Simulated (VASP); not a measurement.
ClO, 2 atoms in the cell. The structure is cubic, space group Pm-3m (No. 221). Conventional cell: a = 3.185 Å, b = 3.185 Å, c = 3.185 Å, α = 90.00°, β = 90.00°, γ = 90.00°. Within 3.6 Å of Cl (site symmetry m-3m) lie 8 O at 2.76 Å and 6 Cl at 3.19 Å. Within 3.6 Å of O (site symmetry m-3m) lie 8 Cl at 2.76 Å and 6 O at 3.19 Å. 

| Property | Result |
| --- | --- |
| Program | VASP 6.6.1 |
| Task | elastic constants |
| Functional | PBEsol |
| Potentials or basis | VASP PAW PBE potentials, release 64 (Cl, O) |
| Cutoff | 600 eV |
| k mesh | 14 × 14 × 14 |
| Occupations | fermi-dirac, width 0.1 eV |
| Spin | no spin polarisation |
| Dipole correction | no |
| Ions in elastic constants | relaxed |
| Further INCAR settings | ALGO = Normal; EDIFF = 1e-08; NBANDS = 14; IBRION = 6; POTIM = 0.015; NSW = 1; ISIF = 3 |

Potentials or basis: VASP PAW PBE potentials, release 64 (Cl, O).

Launch:

```console
$ cat potpaw_PBE.64/Cl/POTCAR potpaw_PBE.64/O/POTCAR > POTCAR
$ mpirun -np 1 vasp_std > vasp.out
```

Hardware: 1 thread of Intel(R) Xeon(R) Platinum 8259CL CPU @ 2.50GHz (Skylake/Cascade Lake) (shared host).

**Question.** Estimate the wall time of this run.

**Answer.** It took 57 min on 1 thread of Intel(R) Xeon(R) Platinum 8259CL CPU @ 2.50GHz (Skylake/Cascade Lake), with other jobs on the host, peak memory 0.72 GiB. Counts: scf iterations 203, k points 120.
